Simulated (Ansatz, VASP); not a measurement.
Te2Mo in VASP and in Ansatz

```xyz
6
Lattice="3.4967 0.0000 0.0000 -1.7484 3.0283 0.0000 0.0000 0.0000 13.7021" Properties=species:S:1:pos:R:3 pbc="T T T"
Te    0.0000    2.0188    1.6065
Te    1.7484    1.0094    8.4614
Te    1.7484    1.0094   12.0956
Te    0.0000    2.0188    5.2407
Mo    0.0000    2.0188   10.2785
Mo    1.7484    1.0094    3.4235
```

Alike in both runs: task single point; functional r2SCAN; k mesh 9 × 9 × 2; occupations gaussian, width 0.02 eV; no spin polarisation.

|  | VASP | Ansatz |
| --- | --- | --- |
| version | VASP 6.6.1 | Ansatz 0.2.0 |
| potentials or method | VASP PAW PBE potentials, release 64 (Te, Mo_sv), cutoff 520 eV | scalar-relativistic, plane waves, PAW |
| valence electrons in the cell | 52 | 92 |

```tsv
	VASP	Ansatz	Ansatz less VASP
gap on the k mesh at the Fermi level (eV)	0.77	0.78	+0.007
least direct gap on the mesh (eV)	1.16	1.15	-0.009
pressure (GPa)	3.2	3.1	-0.12
traceless stress, the component that is largest in VASP (GPa)	-0.84	-0.90	-0.059
rms of the force components (eV/Å)	0.119	0.132	+0.0126
```

VASP's potentials were made for PBE, not for r2SCAN. Atom by atom the forces differ by 0.013 eV/Å (rms over components). With one functional, cell and mesh, what is left measures potentials, basis and numerics. VASP's potentials hold 52 valence electrons a cell and Ansatz's 92, so a difference there can come from the potentials and not from the codes.

Neither program's run includes spin-orbit coupling.
